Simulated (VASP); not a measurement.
Set up this calculation in VASP 6.6.1, as the native input.

| Property | Result |
| --- | --- |
| Task | single point |
| Functional | PBE |
| Potentials or basis | VASP PAW PBE potentials, release 64 (Pb_d) |
| Cutoff | 520 eV |
| k mesh | 13 × 13 × 13 |
| Occupations | fermi-dirac, width 0.0612256 eV |
| Spin | no spin polarisation |
| Dipole correction | no |
| Further INCAR settings | ALGO = Normal; EDIFF = 1e-06; NBANDS = 13 |

The structure of Pb lies in POSCAR:

```
Pb
1.0
   -1.9591414008      1.9591414008      1.9591414008
    1.9591414008     -1.9591414008      1.9591414008
    1.9591414008      1.9591414008     -1.9591414008
Pb
1
Direct
    0.0000000000      0.0000000000      0.0000000000
```

This isn't the form of Pb at room conditions, which is fcc.

The input as run:

INCAR

```
SYSTEM = Pb
PREC     = Accurate       ! precision mode
ENCUT    = 520            ! plane-wave cutoff, eV
EDIFF    = 1E-6           ! SCF threshold, eV
ISMEAR   = -1             ! smearing method
SIGMA    = 0.06122561905347299 ! smearing width, eV
LREAL    = .False.        ! projectors in reciprocal space
LASPH    = .True.         ! aspherical terms in the spheres
NELM     = 80             ! most SCF steps
ALGO     = Normal         ! electronic algorithm
ISIF     = 2              ! what is computed and relaxed
LWAVE    = .False.        ! write WAVECAR
LCHARG   = .False.        ! write CHGCAR
GGA      = PE             ! functional
NBANDS   = 13             ! bands
```

KPOINTS

```
regular mesh
0
Gamma
  13 13 13
  0 0 0
```

Potentials or basis: VASP PAW PBE potentials, release 64 (Pb_d).

Run with:

```sh
$ cat potpaw_PBE.64/Pb_d/POTCAR > POTCAR
$ mpirun -np 1 vasp_std > vasp.out
```

Results of the run:

```yaml
Pressure: 2.6 GPa
Band_gap_on_the_k_mesh: zero (bands 7 and 8 overlap by 9.68 eV)
```

Caveat: spin-orbit coupling is left out, which moves the levels of the heavy elements.

It took 15 s on 1 thread of Intel(R) Xeon(R) Platinum 8488C (Sapphire Rapids), with other jobs on the host, peak memory 0.17 GiB.
